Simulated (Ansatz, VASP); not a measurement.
# One calculation of GaN, two programs

```xyz
2
Lattice="0.0000 1.8951 1.8951 1.8951 0.0000 1.8951 1.8951 1.8951 0.0000" Properties=species:S:1:pos:R:3 pbc="T T T"
Ga    0.0000    0.0000    0.0000
N     1.8951    1.8951    1.8951
```

Change from the starting cell: volume scaled by 0.7, to set the pressure.

Alike in both runs: task single point; functional PBE; k mesh 17 × 17 × 17; occupations fermi-dirac, width 0.1 eV; no spin polarisation.

|  | VASP | Ansatz |
| --- | --- | --- |
| version | VASP 6.6.1 | Ansatz 0.2.0 |
| potentials or method | VASP PAW PBE potentials, release 64 (Ga_d, N) | PAW with Ansatz's default frozen-core files, scalar-relativistic |
| plane-wave cutoff (eV) | 600 | 420 |
| valence electrons in the cell | 18 | 18 |

VASP gave:

```
pressure (GPa) : 168.1
```

Q: Estimate Ansatz's values.

A: Pressure (GPa): 166.6.

Both programs put the cell under a high pressure, so it lies far from rest at this level.

Noted on VASP's run: the cell as given lies far from equilibrium.
